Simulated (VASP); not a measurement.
# As (Pm-3m) in VASP: notebook

Runs on As. Level: r2SCAN-based global hybrid. Tasks: single point.

Everything below comes from runs of VASP 6.6.1. Logs are shortened: lines on timing, memory, paths and dates and some standing lists are left out, and cuts for length are marked.

## (1) The cell of the first run

Symmetry: Pm-3m, No. 221, cubic system. Conventional cell: a = 2.704 Å, b = 2.704 Å, c = 2.704 Å, α = 90.00°, β = 90.00°, γ = 90.00°. As (site symmetry m-3m) has 6 As at 2.70 Å within 3.6 Å.

## (2) Single point, r2SCAN-based global hybrid

POSCAR reads:

```
As
1.0
    2.7036817444      0.0000000000      0.0000000000
    0.0000000000      2.7036817444      0.0000000000
    0.0000000000      0.0000000000      2.7036817444
As
1
Direct
    0.5000000000      0.5000000000      0.5000000000
```

INCAR.step1 reads:

```
SYSTEM = As
ALGO = Normal
EDIFF = 1E-5
ENCUT = 520
GGA = PE
ISIF = 2
ISMEAR = -1
LASPH = .True.
LCHARG = .False.
LREAL = .False.
LWAVE = .True.
NBANDS = 8
NELM = 60
PREC = Accurate
SIGMA = 0.05
```

INCAR.step2 reads:

```
SYSTEM = As
AEXX = 0.35
ALGO = Normal
EDIFF = 1E-6
ENCUT = 520
ISIF = 2
ISMEAR = -1
ISTART = 1
LASPH = .True.
LCHARG = .False.
LHFCALC = .True.
LMIXTAU = .True.
LREAL = .False.
LWAVE = .False.
METAGGA = R2SCAN
NBANDS = 8
NELM = 60
PREC = Accurate
PRECFOCK = Normal
SIGMA = 0.05
```

KPOINTS reads:

```
k-points
0
Gamma
  6 6 6
  0 0 0
```

Potentials or basis: VASP PAW PBE potentials, release 64 (As).

Command:

```console
$ cat potpaw_PBE.64/As/POTCAR > POTCAR
$ cp INCAR.step1 INCAR
$ mpirun -np 1 vasp_std > vasp.out
$ cp INCAR.step2 INCAR
$ mpirun -np 1 vasp_std > vasp.out
```

OUTCAR:

```text
SYSTEM = As
   AEXX = 0.35
   EDIFF = 1E-6
   ENCUT = 520
   ISIF = 2
   ISMEAR = -1
   ISTART = 1
   LASPH = .True.
   LHFCALC = .True.
   LREAL = .False.
   METAGGA = R2SCAN
   NELM = 60
   PREC = Accurate
   PRECFOCK = Normal

 ion  position               nearest neighbor table
   1  0.500  0.500  0.500-

  LATTYP: Found a simple cubic cell.
 ALAT       =     2.7036817444

  Lattice vectors:

 A1 = (   2.7036817444,   0.0000000000,   0.0000000000)
 A2 = (   0.0000000000,   2.7036817444,   0.0000000000)
 A3 = (   0.0000000000,   0.0000000000,   2.7036817444)

Analysis of symmetry for initial positions (statically):
=====================================================================
 Subroutine PRICEL returns:
 Original cell was already a primitive cell.

 Routine SETGRP: Setting up the symmetry group for a
 simple cubic supercell.

 Subroutine GETGRP returns: Found 48 space group operations
[... 9 lines left out ...]

 Routine SETGRP: Setting up the symmetry group for a
 simple cubic supercell.

 Subroutine GETGRP returns: Found 48 space group operations
[... 11 lines left out ...]
                                     Primitive cell

  volume of cell :      19.7636

  direct lattice vectors                    reciprocal lattice vectors
     2.703681744  0.000000000  0.000000000     0.369866018  0.000000000  0.000000000
     0.000000000  2.703681744  0.000000000     0.000000000  0.369866018  0.000000000
     0.000000000  0.000000000  2.703681744     0.000000000  0.000000000  0.369866018

  length of vectors
     2.703681744  2.703681744  2.703681744     0.369866018  0.369866018  0.369866018

  position of ions in fractional coordinates (direct lattice)
     0.500000000  0.500000000  0.500000000

  ion indices of the primitive-cell ions
   primitive index   ion index
                 1           1

----------------------------------------------------------------------------------------

 KPOINTS: k-points

Automatic generation of k-mesh.
 Grid dimensions read from file:
 generate k-points for:    6    6    6

 Generating k-lattice:

  Cartesian coordinates                     Fractional coordinates (reciprocal lattice)
     0.061644336  0.000000000  0.000000000     0.166666667  0.000000000  0.000000000
     0.000000000  0.061644336  0.000000000     0.000000000  0.166666667  0.000000000
     0.000000000  0.000000000  0.061644336     0.000000000  0.000000000  0.166666667

  Length of vectors
     0.061644336  0.061644336  0.061644336

  Shift w.r.t. Gamma in fractional coordinates (k-lattice)
     0.000000000  0.000000000  0.000000000

 Subroutine IBZKPT returns following result:
 ===========================================

 Found     20 irreducible k-points:

 Following reciprocal coordinates:
            Coordinates               Weight
  0.000000  0.000000  0.000000      1.000000
  0.166667  0.000000  0.000000      6.000000
  0.333333  0.000000  0.000000      6.000000
  0.500000  0.000000  0.000000      3.000000
  0.166667  0.166667  0.000000     12.000000
  0.333333  0.166667  0.000000     24.000000
[... 12 lines left out ...]
  0.500000  0.500000  0.333333      6.000000
  0.500000  0.500000  0.500000      1.000000
   k-points           NKPTS =     20   k-points in BZ     NKDIM =    216   number of bands    NBANDS=      8
   number of dos      NEDOS =    301   number of ions     NIONS =      1
   total plane-waves  NPLWV =   8000
   dimension x,y,z NGX =    20 NGY =   20 NGZ =   20
   dimension x,y,z NGXF=    40 NGYF=   40 NGZF=   40
   ions per type =               1
   NGX,Y,Z   is equivalent  to a cutoff of  12.30, 12.30, 12.30 a.u.
   NGXF,Y,Z  is equivalent  to a cutoff of  24.60, 24.60, 24.60 a.u.
 SYSTEM =  As
   PREC   = accura    normal or accurate (medium, high low for compatibility)
   ISTART =      1    job   : 0-new  1-cont  2-samecut
   ICHARG =      0    charge: 1-file 2-atom 10-const
   ISPIN  =      1    spin polarized calculation?
   LNONCOLLINEAR =      F non collinear calculations
   LSORBIT =      F    spin-orbit coupling
   LASPH  =      T    aspherical Exc in radial PAW
   ENCUT  =  520.0 eV  38.22 Ry    6.18 a.u.   5.03  5.03  5.03*2*pi/ulx,y,z
   NELM   =     60;   NELMIN=  2; NELMDL=  0     # of ELM steps
   EDIFF  = 0.1E-05   stopping-criterion for ELM
   LREAL  =      F    real-space projection
   EDIFFG = 0.1E-04   stopping-criterion for IOM
   NSW    =      0    number of steps for IOM
   IBRION =     -1    ionic relax: 0-MD 1-quasi-New 2-CG
   NFREE  =      0    steps in history (QN), initial steepest desc. (CG)
   ISIF   =      2    stress and relaxation
   ISYM   =      3    0-nonsym 1-usesym 2-fastsym
   POTIM  = 0.5000    time-step for ionic-motion
   TEBEG  =    0.0;   TEEND  =   0.0 temperature during run
   PSTRESS=    0.0 pullay stress
   NELECT =       5.0000    total number of electrons
   NUPDOWN=      -1.0000    fix difference up-down
   EMIN   =  10.00;   EMAX   =-10.00  energy-range for DOS
   EFERMI =   0.00;   METHOD = LEGACY
   ISMEAR =    -1;   SIGMA  =   0.05  broadening in eV -4-tet -1-fermi 0-gaus
   EFERMI_NEDOS =   21; number of points for ismear=-14 and -15
   IALGO  =     38    algorithm
   IMIX   =      1    mixing-type and parameters
     AMIX     =   0.40;   BMIX     =  1.00
     AMIX_MAG =   1.60;   BMIX_MAG =  1.00
  volume/ion in A,a.u.               =      19.76       133.37
  Fermi-wavevector in a.u.,A,eV,Ry     =   1.035403  1.956627 14.586243  1.072059
  Thomas-Fermi vector in A             =   2.169744
   LORBIT       =      0    0 simple, 1 ext, 2 COOP (PROOUT), +10 PAW based schemes
   METAGGA = R2SCAN    functional components
   LHFCALC =     T    Hartree Fock is set to
   PRECFOCK=normal    Normal, Fast or Accurate (Low or Medium for compatibility)
   ENCUT4O =  -1.0   cutoff for four orbital integrals eV
   NKREDX  =     1    reduce k-point grid by
   NKREDY  =     1    reduce k-point grid by
   NKREDZ  =     1    reduce k-point grid by
   AEXX    =    0.3500 exact exchange contribution
   HFSCREEN=    0.0000 screening length (either q_TF or 0.3 A-1)
   HFSCREENC=   0.0000 screening length for correlation (either q_TF or 0.3 A-1)
   ENCUTFOCK=  -1.0 apply spherical cutoff to Coloumb kernel
   IVDW    =     0    specifies the selected vdW correction
   LEPSILON=     F    determine dielectric tensor
   LRPA    =     F    only Hartree local field effects (RPA)
 non-spin polarized calculation
  energy-cutoff  :      520.00
  volume of cell :       19.76
 maximum number of plane-waves:       554
  NGX = 16; NGY = 16; NGZ = 16

 number of electron       5.0000001 magnetization

 Free energy of the ion-electron system (eV)
  ---------------------------------------------------
  ext. energy  EPLUGINS =         0.00000000
  ---------------------------------------------------
  free energy    TOTEN  =       -13.33037537 eV

  energy without entropy =      -13.33037371  energy(sigma->0) =      -13.33037454

 E-fermi :   6.1779     XC(G=0):  -7.6051

 val. band max:        5.6114381153   @ k =   0.1667   0.1667   0.0000
 cond. band min:       6.7453423478   @ k =   0.5000   0.3333   0.3333
 fundamental gap:      1.1339042325
 Fermi energy:         6.1779336706

 k-point     1 :       0.0000    0.0000    0.0000
  band No.  band energies     occupation
      1     -12.7558      2.00000
      2      11.2185      0.00000
      3      11.2185      0.00000
      4      11.2185      0.00000
      5      15.7097      0.00000
      6      15.7097      0.00000
      7      18.4156      0.00000
      8      33.3800      0.00000

 k-point     2 :       0.1667    0.0000    0.0000
  band No.  band energies     occupation
      1     -12.1613      2.00000
      2       5.3872      2.00000
      3      11.7814      0.00000
      4      11.7814      0.00000
      5      16.2528      0.00000
      6      17.9739      0.00000
      7      22.2365      0.00000
      8      28.9046      0.00000

 k-point     3 :       0.3333    0.0000    0.0000
  band No.  band energies     occupation
      1     -10.5014      2.00000
      2      -0.4184      2.00000
      3      13.1117      0.00000
      4      13.1117      0.00000
      5      17.6298      0.00000
      6      19.7776      0.00000
      7      24.5255      0.00000
      8      24.5255      0.00000

 k-point     4 :       0.5000    0.0000    0.0000
  band No.  band energies     occupation
      1      -9.0255      2.00000
      2      -3.3239      2.00000
      3      14.0011      0.00000
      4      14.0011      0.00000
      5      18.6985      0.00000
      6      22.1315      0.00000
      7      22.6006      0.00000
      8      22.6006      0.00000

 k-point     5 :       0.1667    0.1667    0.0000
  band No.  band energies     occupation
      1     -11.5660      2.00000
      2       5.6114      1.99998
      3       7.2283      0.00000
      4      12.3241      0.00000
      5      17.6241      0.00000
      6      22.1060      0.00000
      7      22.2648      0.00000
      8      25.1994      0.00000
[... 133 lines left out ...]
 k-point    18 :       0.5000    0.3333    0.3333
  band No.  band energies     occupation
      1      -4.2881      2.00000
      2       0.7031      2.00000
      3       4.2263      2.00000
      4       6.7453      0.00002
      5      13.2038      0.00000
      6      14.2562      0.00000
      7      17.3289      0.00000
      8      22.3404      0.00000

 k-point    19 :       0.5000    0.5000    0.3333
  band No.  band energies     occupation
      1      -2.4875      2.00000
      2       1.7574      2.00000
      3       1.7574      2.00000
      4       7.1264      0.00000
      5      11.5041      0.00000
      6      15.1636      0.00000
      7      15.1636      0.00000
      8      19.8235      0.00000

 k-point    20 :       0.5000    0.5000    0.5000
  band No.  band energies     occupation
      1      -0.2254      2.00000
      2       2.7594      2.00000
      3       2.7594      2.00000
      4       2.7594      2.00000
      5      13.0572      0.00000
      6      13.0572      0.00000
      7      13.0572      0.00000
      8      17.1291      0.00000

------------------------ aborting loop because EDIFF is reached ----------------------------------------

  FORCE on cell =-STRESS in cart. coord.  units (eV):
  Direction    XX          YY          ZZ          XY          YZ          ZX
  --------------------------------------------------------------------------------------
  -------------------------------------------------------------------------------------
  Total       -0.5601873     -0.5601873     -0.5601873     -0.0000000      0.0000000     -0.0000000
  in kB      -45.4126801    -45.4126801    -45.4126801     -0.0000000      0.0000000     -0.0000000
  external PRESSURE =     -45.4126801 kB  Pullay stress =       0.0000000 kB

 VOLUME and BASIS-vectors are now :
 -----------------------------------------------------------------------------
  energy-cutoff  :      520.00
  volume of cell :       19.76
      direct lattice vectors                 reciprocal lattice vectors
     2.703681744  0.000000000  0.000000000     0.369866018  0.000000000  0.000000000
     0.000000000  2.703681744  0.000000000     0.000000000  0.369866018  0.000000000
     0.000000000  0.000000000  2.703681744     0.000000000  0.000000000  0.369866018

 POSITION                                       TOTAL-FORCE (eV/Angst)
 -----------------------------------------------------------------------------------
      1.35184      1.35184      1.35184         0.000000      0.000000      0.000000
 -----------------------------------------------------------------------------------
    total drift:                               -0.000000     -0.000000     -0.000000

  FREE ENERGIE OF THE ION-ELECTRON SYSTEM (eV)
  ---------------------------------------------------
  free  energy   TOTEN  =       -13.3303753749 eV

  energy  without entropy=      -13.3303737108  energy(sigma->0) =      -13.33037454
```

Wall time 66 s (1 thread of Intel Xeon 6975P-C (Granite Rapids), shared host); peak memory 0.13 GiB.

What came out:

* Free energy: -13.3304 eV
* Pressure: -4.5 GPa

Levels at points of the mesh, in eV from the Fermi level:
```csv
k point,band 1,band 2,band 3,band 4,band 5,band 6,band 7
"(0.00, 0.00, 0.00)",-18.93,5.04,5.04,5.04,9.53,9.53,12.24
"(0.50, 0.00, 0.00)",-15.20,-9.50,7.82,7.82,12.52,15.95,16.42
"(0.50, 0.50, 0.00)",-11.21,-6.38,-6.38,3.16,10.33,18.42,19.30
"(0.50, 0.50, 0.50)",-6.40,-3.42,-3.42,-3.42,6.88,6.88,6.88
```

Caveat: the k points lie up to 0.39 Å⁻¹ apart; the PAW data sets were made with another functional, which shifts forces and pressure a little.

## (3) Single point, r2SCAN-based global hybrid

POSCAR is that of step 2.

INCAR.step1 reads:

```
SYSTEM = As
PREC     = Accurate       ! precision mode
ENCUT    = 520            ! plane-wave cutoff, eV
EDIFF    = 1E-5           ! SCF threshold, eV
ISMEAR   = -1             ! smearing method
SIGMA    = 0.05           ! smearing width, eV
LREAL    = .FALSE.        ! projectors in reciprocal space
LASPH    = .TRUE.         ! aspherical terms in the spheres
NELM     = 60             ! most SCF steps
ALGO     = Normal         ! electronic algorithm
ISIF     = 2              ! what is computed and relaxed
LWAVE    = .TRUE.         ! write WAVECAR
LCHARG   = .FALSE.        ! write CHGCAR
NBANDS   = 8              ! bands
GGA      = PE             ! functional
```

INCAR.step2 reads:

```
SYSTEM = As
PREC     = Accurate       ! precision mode
ENCUT    = 520            ! plane-wave cutoff, eV
EDIFF    = 1E-6           ! SCF threshold, eV
ISMEAR   = -1             ! smearing method
SIGMA    = 0.05           ! smearing width, eV
LREAL    = .FALSE.        ! projectors in reciprocal space
LASPH    = .TRUE.         ! aspherical terms in the spheres
NELM     = 60             ! most SCF steps
ALGO     = Normal         ! electronic algorithm
ISIF     = 2              ! what is computed and relaxed
LWAVE    = .FALSE.        ! write WAVECAR
LCHARG   = .FALSE.        ! write CHGCAR
METAGGA  = R2SCAN         ! meta-GGA
LHFCALC  = .TRUE.         ! exact exchange
AEXX     = 0.5            ! exact-exchange fraction
LMIXTAU  = .TRUE.       
PRECFOCK = Normal       
NBANDS   = 8              ! bands
ISTART   = 1
```

KPOINTS reads:

```
Automatic mesh
0
G
  6 6 6
  0 0 0
```

Potentials or basis: VASP PAW PBE potentials, release 64 (As).

Command:

```console
$ cat potpaw_PBE.64/As/POTCAR > POTCAR
$ cp INCAR.step1 INCAR
$ mpirun -np 1 vasp_std > vasp.out
$ cp INCAR.step2 INCAR
$ mpirun -np 1 vasp_std > vasp.out
```

OUTCAR:

```text
SYSTEM = As
   PREC = Accurate
   ENCUT = 520
   EDIFF = 1E-6
   ISMEAR = -1
   LREAL = .FALSE.
   LASPH = .TRUE.
   NELM = 60
   ISIF = 2
   METAGGA = R2SCAN
   LHFCALC = .TRUE.
   AEXX = 0.5
   PRECFOCK = Normal
   ISTART = 1

 ion  position               nearest neighbor table
   1  0.500  0.500  0.500-

  LATTYP: Found a simple cubic cell.
 ALAT       =     2.7036817444

  Lattice vectors:

 A1 = (   2.7036817444,   0.0000000000,   0.0000000000)
[... 399 lines left out ...]
      5      13.4381      0.00000
      6      13.4381      0.00000
      7      13.4381      0.00000
      8      17.5398      0.00000

------------------------ aborting loop because EDIFF is reached ----------------------------------------

  FORCE on cell =-STRESS in cart. coord.  units (eV):
  Direction    XX          YY          ZZ          XY          YZ          ZX
  --------------------------------------------------------------------------------------
  -------------------------------------------------------------------------------------
  Total       -0.7979310     -0.7979310     -0.7979310     -0.0000000     -0.0000000      0.0000000
  in kB      -64.6858388    -64.6858388    -64.6858388     -0.0000000     -0.0000000      0.0000000
  external PRESSURE =     -64.6858388 kB  Pullay stress =       0.0000000 kB

 VOLUME and BASIS-vectors are now :
 -----------------------------------------------------------------------------
  energy-cutoff  :      520.00
  volume of cell :       19.76
      direct lattice vectors                 reciprocal lattice vectors
     2.703681744  0.000000000  0.000000000     0.369866018  0.000000000  0.000000000
     0.000000000  2.703681744  0.000000000     0.000000000  0.369866018  0.000000000
     0.000000000  0.000000000  2.703681744     0.000000000  0.000000000  0.369866018

 POSITION                                       TOTAL-FORCE (eV/Angst)
 -----------------------------------------------------------------------------------
      1.35184      1.35184      1.35184         0.000000      0.000000      0.000000
 -----------------------------------------------------------------------------------
    total drift:                               -0.000000     -0.000000     -0.000000

  FREE ENERGIE OF THE ION-ELECTRON SYSTEM (eV)
  ---------------------------------------------------
  free  energy   TOTEN  =       -12.8195207803 eV

  energy  without entropy=      -12.8195207302  energy(sigma->0) =      -12.81952076
```

OUTCAR.step1:

```text
SYSTEM = As
   PREC = Accurate
   ENCUT = 520
   EDIFF = 1E-5
   ISMEAR = -1
   LREAL = .FALSE.
[... 430 lines left out ...]
 -----------------------------------------------------------------------------------
      1.35184      1.35184      1.35184         0.000000      0.000000      0.000000
 -----------------------------------------------------------------------------------
    total drift:                                0.000000     -0.000000      0.000000

  FREE ENERGIE OF THE ION-ELECTRON SYSTEM (eV)
  ---------------------------------------------------
  free  energy   TOTEN  =        -4.5798405768 eV

  energy  without entropy=       -4.5747342994  energy(sigma->0) =       -4.57728744
```

Wall time 64 s (1 thread of Intel Xeon 6975P-C (Granite Rapids), shared host); peak memory 0.13 GiB.

What came out:

* Free energy: -12.8195 eV
* Pressure: -6.5 GPa

Caveat: the k points lie up to 0.39 Å⁻¹ apart; the PAW data sets were made with another functional, which shifts forces and pressure a little.
